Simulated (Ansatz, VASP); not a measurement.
# Ge in VASP and in Ansatz

```xyz
6
Lattice="4.0133 0.0000 0.0000 0.0000 5.6756 0.0000 0.0000 0.0000 20.0133" Properties=species:S:1:pos:R:3 pbc="T T T"
Ge    3.0099    0.7095    8.0000
Ge    1.0033    4.9662    8.0000
Ge    1.0033    3.5473   10.0067
Ge    3.0099    2.1284   10.0067
Ge    3.0099    0.7095   12.0133
Ge    1.0033    4.9662   12.0133
```

Alike in both runs: task single point; functional PBEsol; k mesh 7 × 5 × 1; occupations fermi-dirac, width 0.02 eV; no spin polarisation.

|  | VASP | Ansatz |
| --- | --- | --- |
| version | VASP 6.6.1 | Ansatz 0.2.0 |
| potentials or method | VASP PAW PBE potentials, release 64 (Ge_d) | PAW with Ansatz's default frozen-core files, scalar-relativistic |
| plane-wave cutoff (eV) | 520 | 420 |
| valence electrons in the cell | 84 | 84 |

VASP gave:

| Quantity | Value |
| --- | --- |
| rms of the force components (eV/Å) | 0.185 |

What did Ansatz give for the same quantities?

rms of the force components (eV/Å): 0.184.

VASP's potentials were made for PBE, not for PBEsol. Atom by atom the forces differ by 0.002 eV/Å (rms over components).
